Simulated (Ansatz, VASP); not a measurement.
# Two plane-wave programs on SnTe

```
CELL_PARAMETERS angstrom
0.00000 3.61115 3.61115
3.61115 0.00000 3.61115
3.61115 3.61115 0.00000
ATOMIC_POSITIONS crystal
Te 0.25000 0.25000 0.25000
Sn 0.00000 0.00000 0.00000
```

Alike in both runs: functional r2SCAN; k mesh 7 × 7 × 7; occupations fermi-dirac, width 0.05 eV; no spin polarisation.

|  | VASP | Ansatz |
| --- | --- | --- |
| version | VASP 6.6.1 | Ansatz 0.2.0 |
| potentials or method | VASP PAW PBE potentials, release 64 (Te, Sn_d) | Ansatz PAW |
| plane-wave cutoff (eV) | 520 | 500 |
| valence electrons in the cell | 20 | 30 |
| task | single point | band structure |

|  | VASP | Ansatz | Ansatz less VASP |
| --- | --- | --- | --- |
| gap on the k mesh at the Fermi level (eV) | 0.40 | 0.40 | +0.003 |
| least direct gap on the mesh (eV) | 0.93 | 0.93 | +0.002 |
| pressure (GPa) | -0.6 | -0.6 | +0.02 |

VASP's potentials were made for PBE, not for r2SCAN. VASP's potentials hold 20 valence electrons a cell and Ansatz's 30, so a difference there can come from the potentials and not from the codes.

Neither program's run includes spin-orbit coupling. Noted on Ansatz's run: the k mesh misses the band edges, so the gap on the mesh is wider than the one along the path.
